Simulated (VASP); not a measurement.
# Si (Immm) in VASP: further runs

Runs on Si. Level: PBE+D3(BJ). Tasks: single point.

All numbers are computed with VASP 6.6.1; they aren't measurements. Logs are shortened: lines on timing, memory, paths and dates and some standing lists are left out, and cuts for length are marked.

### Step 1. The cell of the first run

Symmetry: Immm, No. 71, orthorhombic system. The conventional cell has a = 2.619 Å, b = 3.239 Å, c = 3.409 Å, α = 90.00°, β = 90.00°, γ = 90.00°. Si (site symmetry mmm) has 14 Si at 2.62 to 3.41 Å within 3.5 Å.

### Step 2. Single point, PBE+D3(BJ) (strain +0.0525 x Voigt [1, 0, 0, 0, 0, 0])

The input, INCAR:

```
PREC     = Accurate       # precision mode
ENCUT    = 520            # plane-wave cutoff, eV
EDIFF    = 1E-7           # SCF threshold, eV
ISMEAR   = 0              # smearing method
SIGMA    = 0.15           # smearing width, eV
LREAL    = F              # projectors in reciprocal space
LASPH    = T              # aspherical terms in the spheres
NELM     = 60             # most SCF steps
ALGO     = Normal         # electronic algorithm
ISIF     = 2              # what is computed and relaxed
LWAVE    = F              # write WAVECAR
LCHARG   = T              # write CHGCAR
GGA      = PE             # functional
IVDW     = 12             # dispersion correction
LELF     = T              # ELF
LVHAR    = T            
NBANDS   = 8              # bands
```

The input, KPOINTS:

```
Automatic mesh
0
Gamma
  30 30 30
```

The input, POSCAR:

```
Si
1.0
   -1.7045887222      1.6195617313      1.3095711304
    1.7045887222     -1.6195617313      1.3095711304
    1.7045887222      1.6195617313     -1.3095711304
Si
1
Direct
    0.0000000000      0.0000000000      0.0000000000
```

Potentials or basis: VASP PAW PBE potentials, release 64 (Si).

Started as:

```bash
$ cat potpaw_PBE.64/Si/POTCAR > POTCAR
$ mpirun -np 1 vasp_std > vasp.out
```

OUTCAR:

```text
PREC = Accurate
   ENCUT = 520
   EDIFF = 1E-7
   ISMEAR = 0
   LREAL = F
   LASPH = T
   NELM = 60
   ISIF = 2
   GGA = PE
   IVDW = 12
 IVDW          = 12

 ion  position               nearest neighbor table
   1  0.000  0.000  0.000-

  LATTYP: Found a body centered orthorhombic cell.
 ALAT       =     2.6191422608
 B/A-ratio  =     1.2367115414
 C/A-ratio  =     1.3016388974

  Lattice vectors:

 A1 = (  -1.7045887222,   1.6195617313,  -1.3095711304)
 A2 = (  -1.7045887222,  -1.6195617313,   1.3095711304)
 A3 = (   1.7045887222,   1.6195617313,   1.3095711304)

Analysis of symmetry for initial positions (statically):
=====================================================================
 Subroutine PRICEL returns:
 Original cell was already a primitive cell.

 Routine SETGRP: Setting up the symmetry group for a
 body centered orthorhombic supercell.

 Subroutine GETGRP returns: Found  8 space group operations
 (whereof  8 operations were pure point group operations)
 out of a pool of  8 trial point group operations.

The static configuration has the point symmetry D_2h.

Analysis of symmetry for dynamics (positions and initial velocities):
=====================================================================
 Subroutine PRICEL returns:
 Original cell was already a primitive cell.

 Routine SETGRP: Setting up the symmetry group for a
 body centered orthorhombic supercell.

 Subroutine GETGRP returns: Found  8 space group operations
 (whereof  8 operations were pure point group operations)
 out of a pool of  8 trial point group operations.

The dynamic configuration has the point symmetry D_2h.

 Subroutine INISYM returns: Found  8 space group operations
 (whereof  8 operations are pure point group operations),
 and found     1 'primitive' translations

----------------------------------------------------------------------------------------

                                     Primitive cell

  volume of cell :      14.4613

  direct lattice vectors                    reciprocal lattice vectors
    -1.704588722  1.619561731  1.309571130     0.000000000  0.308725497  0.381804385
     1.704588722 -1.619561731  1.309571130     0.293325888  0.000000000  0.381804385
     1.704588722  1.619561731 -1.309571130     0.293325888  0.308725497  0.000000000

  length of vectors
     2.691389875  2.691389875  2.691389875     0.491005113  0.481471354  0.425853858

  position of ions in fractional coordinates (direct lattice)
     0.000000000  0.000000000  0.000000000

  ion indices of the primitive-cell ions
   primitive index   ion index
                 1           1

----------------------------------------------------------------------------------------

 KPOINTS: Automatic mesh

Automatic generation of k-mesh.
 Grid dimensions read from file:
 generate k-points for:   30   30   30

 Generating k-lattice:

  Cartesian coordinates                     Fractional coordinates (reciprocal lattice)
     0.000000000  0.010290850  0.012726813     0.033333333  0.000000000  0.000000000
     0.009777530  0.000000000  0.012726813     0.000000000  0.033333333 -0.000000000
     0.009777530  0.010290850  0.000000000     0.000000000 -0.000000000  0.033333333

  Length of vectors
     0.016366837  0.016049045  0.014195129

  Shift w.r.t. Gamma in fractional coordinates (k-lattice)
     0.000000000  0.000000000  0.000000000

 Subroutine IBZKPT returns following result:
 ===========================================

 Found   3736 irreducible k-points:

 Following reciprocal coordinates:
            Coordinates               Weight
  0.000000  0.000000  0.000000      1.000000
  0.033333  0.000000 -0.000000      4.000000
  0.066667  0.000000 -0.000000      4.000000
  0.100000  0.000000 -0.000000      4.000000
  0.133333  0.000000  0.000000      4.000000
  0.166667  0.000000 -0.000000      4.000000
[... 16 lines left out ...]
  0.200000  0.033333 -0.000000      8.000000
  0.233333  0.033333 -0.000000      8.000000
 [... further k-points ...]
   k-points           NKPTS =   3736   k-points in BZ     NKDIM =   3736   number of bands    NBANDS=      8
   number of dos      NEDOS =    301   number of ions     NIONS =      1
   total plane-waves  NPLWV =   8000
   dimension x,y,z NGX =    20 NGY =   20 NGZ =   20
   dimension x,y,z NGXF=    40 NGYF=   40 NGZF=   40
   ions per type =               1
   NGX,Y,Z   is equivalent  to a cutoff of  12.35, 12.35, 12.35 a.u.
   NGXF,Y,Z  is equivalent  to a cutoff of  24.71, 24.71, 24.71 a.u.
 SYSTEM =  unknown system
   PREC   = accura    normal or accurate (medium, high low for compatibility)
   ISTART =      0    job   : 0-new  1-cont  2-samecut
   ICHARG =      2    charge: 1-file 2-atom 10-const
   ISPIN  =      1    spin polarized calculation?
   LNONCOLLINEAR =      F non collinear calculations
   LSORBIT =      F    spin-orbit coupling
   LASPH  =      T    aspherical Exc in radial PAW
   ENCUT  =  520.0 eV  38.22 Ry    6.18 a.u.   5.00  5.00  5.00*2*pi/ulx,y,z
   NELM   =     60;   NELMIN=  2; NELMDL= -5     # of ELM steps
   EDIFF  = 0.1E-06   stopping-criterion for ELM
   LREAL  =      F    real-space projection
   EDIFFG = 0.1E-05   stopping-criterion for IOM
   NSW    =      0    number of steps for IOM
   IBRION =     -1    ionic relax: 0-MD 1-quasi-New 2-CG
   NFREE  =      0    steps in history (QN), initial steepest desc. (CG)
   ISIF   =      2    stress and relaxation
   ISYM   =      2    0-nonsym 1-usesym 2-fastsym
   POTIM  = 0.5000    time-step for ionic-motion
   TEBEG  =    0.0;   TEEND  =   0.0 temperature during run
   PSTRESS=    0.0 pullay stress
   NELECT =       4.0000    total number of electrons
   NUPDOWN=      -1.0000    fix difference up-down
   EMIN   =  10.00;   EMAX   =-10.00  energy-range for DOS
   EFERMI =   0.00;   METHOD = LEGACY
   ISMEAR =     0;   SIGMA  =   0.15  broadening in eV -4-tet -1-fermi 0-gaus
   EFERMI_NEDOS =   21; number of points for ismear=-14 and -15
   IALGO  =     38    algorithm
   IMIX   =      4    mixing-type and parameters
     AMIX     =   0.40;   BMIX     =  1.00
     AMIX_MAG =   1.60;   BMIX_MAG =  1.00
  volume/ion in A,a.u.               =      14.46        97.59
  Fermi-wavevector in a.u.,A,eV,Ry     =   1.066660  2.015696 15.480219  1.137764
  Thomas-Fermi vector in A             =   2.202252
   LORBIT       =      0    0 simple, 1 ext, 2 COOP (PROOUT), +10 PAW based schemes
   GGA     = PE    functional components
   LHFCALC =     F    Hartree Fock is set to
   AEXX    =    0.0000 exact exchange contribution
   IVDW    =    12    specifies the selected vdW correction
   LEPSILON=     F    determine dielectric tensor
   LRPA    =     F    only Hartree local field effects (RPA)
 non-spin polarized calculation
 Gauss-broadening in eV      SIGMA  =   0.15
  energy-cutoff  :      520.00
  volume of cell :       14.46
 maximum number of plane-waves:       404
   NGX =  9   NGY =  9   NGZ =  9

 number of electron       4.0000000 magnetization

 Free energy of the ion-electron system (eV)
  ---------------------------------------------------
  ext. energy  EPLUGINS =         0.00000000
  ---------------------------------------------------
  free energy    TOTEN  =        -4.93686122 eV

  energy without entropy =       -4.93229043  energy(sigma->0) =       -4.93457582

 E-fermi :  10.1154     XC(G=0): -11.1819

 val. band max:       10.1141310974   @ k =   0.5000  -0.3333   0.3000
 cond. band min:      10.1158521300   @ k =  -0.2667  -0.1667   0.0333
 fundamental gap:      0.0017210326
 Fermi energy:        10.1153762514

 k-point     1 :       0.0000    0.0000    0.0000
  band No.  band energies     occupation
      1      -4.3160      2.00000
      2      19.2945      0.00000
      3      19.4889      0.00000
      4      19.7120      0.00000
      5      22.4829      0.00000
      6      23.9118      0.00000
      7      25.2212      0.00000
      8      26.1375      0.00000

 k-point     2 :       0.0333    0.0000   -0.0000
  band No.  band energies     occupation
      1      -4.2771      2.00000
      2      18.7117      0.00000
      3      19.3642      0.00000
      4      20.3277      0.00000
      5      22.3453      0.00000
      6      24.0095      0.00000
      7      24.9627      0.00000
      8      25.9119      0.00000

 k-point     3 :       0.0667    0.0000   -0.0000
  band No.  band energies     occupation
      1      -4.1604      2.00000
      2      18.0131      0.00000
      3      19.0454      0.00000
      4      21.0848      0.00000
      5      21.8117      0.00000
      6      24.3678      0.00000
      7      24.4008      0.00000
      8      25.3555      0.00000

 k-point     4 :       0.1000    0.0000   -0.0000
  band No.  band energies     occupation
      1      -3.9660      2.00000
      2      17.3661      0.00000
      3      18.6306      0.00000
      4      20.8486      0.00000
      5      21.6068      0.00000
      6      23.9897      0.00000
      7      24.5326      0.00000
      8      25.1060      0.00000

 k-point     5 :       0.1333    0.0000    0.0000
  band No.  band energies     occupation
      1      -3.6943      2.00000
      2      16.7810      0.00000
      3      18.1895      0.00000
      4      19.5839      0.00000
      5      21.4678      0.00000
      6      23.8278      0.00000
      7      24.2728      0.00000
      8      25.8654      0.00000
[... 177 lines left out ...]
 k-point    22 :       0.1667    0.0333   -0.0000
  band No.  band energies     occupation
      1      -3.0732      2.00000
      2      16.2049      0.00000
      3      17.1992      0.00000
      4      17.9868      0.00000
      5      19.9665      0.00000
      6      22.3660      0.00000
      7      25.2413      0.00000
      8      27.3010      0.00000

 k-point    23 :       0.2000    0.0333   -0.0000
  band No.  band energies     occupation
      1      -2.6013      2.00000
      2      15.6969      0.00000
      3      15.7958      0.00000
      4      17.5461      0.00000
      5      19.2500      0.00000
      6      21.7307      0.00000
      7      26.3601      0.00000
      8      27.2714      0.00000

 k-point    24 :       0.2333    0.0333   -0.0000
  band No.  band energies     occupation
      1      -2.0535      2.00000
      2      14.1842      0.00000
      3      15.4492      0.00000
      4      17.1178      0.00000
      5      18.6044      0.00000
      6      21.1170      0.00000
      7      27.2652      0.00000
      8      27.5888      0.00000

 [... further k-points ...]

------------------------ aborting loop because EDIFF is reached ----------------------------------------

 Edisp (eV)   -0.42935

 E8    (eV) :    -0.1756

  FORCE on cell =-STRESS in cart. coord.  units (eV):
  Direction    XX          YY          ZZ          XY          YZ          ZX
  --------------------------------------------------------------------------------------
  -------------------------------------------------------------------------------------
  Total      -0.62515    -0.20161    -0.39984     0.00000     0.00000     0.00000
  in kB     -69.26138   -22.33619   -44.29822     0.00000     0.00000     0.00000
  external pressure =      -45.30 kB  Pullay stress =        0.00 kB

 VOLUME and BASIS-vectors are now :
 -----------------------------------------------------------------------------
  energy-cutoff  :      520.00
  volume of cell :       14.46
      direct lattice vectors                 reciprocal lattice vectors
    -1.704588722  1.619561731  1.309571130     0.000000000  0.308725497  0.381804385
     1.704588722 -1.619561731  1.309571130     0.293325888  0.000000000  0.381804385
     1.704588722  1.619561731 -1.309571130     0.293325888  0.308725497  0.000000000

 POSITION                                       TOTAL-FORCE (eV/Angst)
 -----------------------------------------------------------------------------------
      0.00000      0.00000      0.00000         0.000000      0.000000      0.000000
 -----------------------------------------------------------------------------------
    total drift:                                0.000000      0.000000     -0.000000

  FREE ENERGIE OF THE ION-ELECTRON SYSTEM (eV)
  ---------------------------------------------------
  free  energy   TOTEN  =        -5.3662129139 eV

  energy  without entropy=       -5.3616421208  energy(sigma->0) =       -5.36392752
```

Wall time 1.9 min (1 thread of Intel Xeon 6975P-C (Granite Rapids), shared host); peak memory 0.44 GiB.

Results:

* Free energy: -5.3662 eV
* Pressure: -4.5 GPa
* Band gap on the k mesh: zero (bands 2 and 3 overlap by 12.86 eV)
* Dispersion energy per atom: -0.429 eV

Levels at points of the mesh, in eV from the Fermi level:
```tsv
k point	band 1	band 2	band 3	band 4	band 5
(0.00, 0.00, 0.00)	-14.43	9.18	9.37	9.60	12.37
(0.50, 0.00, 0.00)	-6.08	-5.62	4.27	5.70	5.79
(0.00, 0.50, 0.00)	-6.31	-6.04	5.00	6.66	6.73
(0.50, 0.50, 0.00)	-8.61	-7.23	9.38	11.51	11.75
(0.50, 0.50, 0.50)	-3.11	-2.15	-1.94	1.34	4.85
```

Caveat: the cell differs from its parent crystal (strain +0.0525 x Voigt [1, 0, 0, 0, 0, 0]); the cell stands under tension.

### Step 3. Single point, PBE+D3(BJ) (strain +0.0600 x Voigt [1, 0, 0, 0, 0, 0])

The input, INCAR:

```
PREC     = Accurate       # precision mode
ENCUT    = 520            # plane-wave cutoff, eV
EDIFF    = 1E-7           # SCF threshold, eV
ISMEAR   = 0              # smearing method
SIGMA    = 0.15           # smearing width, eV
LREAL    = False          # projectors in reciprocal space
LASPH    = True           # aspherical terms in the spheres
NELM     = 60             # most SCF steps
ALGO     = Normal         # electronic algorithm
ISIF     = 2              # what is computed and relaxed
LWAVE    = False          # write WAVECAR
LCHARG   = True           # write CHGCAR
GGA      = PE             # functional
IVDW     = 12             # dispersion correction
LELF     = True           # ELF
LVHAR    = True         
NBANDS   = 8              # bands
```

KPOINTS is that of step 2.

The input, POSCAR:

```
Si
1.0
   -1.7167354352      1.6195617313      1.3095711304
    1.7167354352     -1.6195617313      1.3095711304
    1.7167354352      1.6195617313     -1.3095711304
Si
1
Direct
    0.0000000000      0.0000000000      0.0000000000
```

Potentials or basis: VASP PAW PBE potentials, release 64 (Si).

Started as:

```bash
$ cat potpaw_PBE.64/Si/POTCAR > POTCAR
$ mpirun -np 1 vasp_std > vasp.out
```

Run time: 2 min. Hardware: 1 thread of Intel Xeon 6975P-C (Granite Rapids), shared host; peak memory 0.45 GiB.

The run converged. Its results:

- Free energy: -5.3615 eV
- Pressure: -5.0 GPa
- Band gap on the k mesh: zero (bands 2 and 3 overlap by 12.71 eV)
- Dispersion energy per atom: -0.426 eV

Stress tensor (GPa, compression positive):
```
-7.68  0.00  0.00
 0.00 -2.48  0.00
 0.00  0.00 -4.93
```

Levels at points of the mesh, in eV from the Fermi level:
```csv
k point,band 1,band 2,band 3,band 4,band 5
"(0.00, 0.00, 0.00)",-14.37,9.13,9.25,9.51,12.27
"(0.50, 0.00, 0.00)",-6.02,-5.56,4.20,5.57,5.73
"(0.00, 0.50, 0.00)",-6.28,-6.03,5.01,6.71,6.72
"(0.50, 0.50, 0.00)",-8.61,-7.19,9.38,11.41,11.72
"(0.50, 0.50, 0.50)",-3.19,-2.26,-1.87,1.39,4.91
```

Caveat: the cell differs from its parent crystal (strain +0.0600 x Voigt [1, 0, 0, 0, 0, 0]); the stress differs along the axes, from -8 to -2 GPa.
